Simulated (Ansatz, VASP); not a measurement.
# Be in VASP and in Ansatz

```
CELL_PARAMETERS angstrom
-1.29489 1.29489 1.29489
1.29489 -1.29489 1.29489
1.29489 1.29489 -1.29489
ATOMIC_POSITIONS crystal
Be 0.00000 0.00000 0.00000
```

Alike in both runs: task single point; functional PBEsol; k mesh 20 × 20 × 20; occupations fermi-dirac, width 0.1 eV; no spin polarisation.

|  | VASP | Ansatz |
| --- | --- | --- |
| version | VASP 6.6.1 | Ansatz 0.2.0 |
| potentials or method | VASP PAW PBE potentials, release 64 (Be), cutoff 520 eV | plane waves (420 eV) with PAW, scalar-relativistic |
| valence electrons in the cell | 2 | 2 |

|  | VASP | Ansatz | Ansatz less VASP |
| --- | --- | --- | --- |
| pressure (GPa) | -11.4 | -11.7 | -0.27 |

VASP's potentials were made for PBE, not for PBEsol, and Ansatz warns of the same on its side.
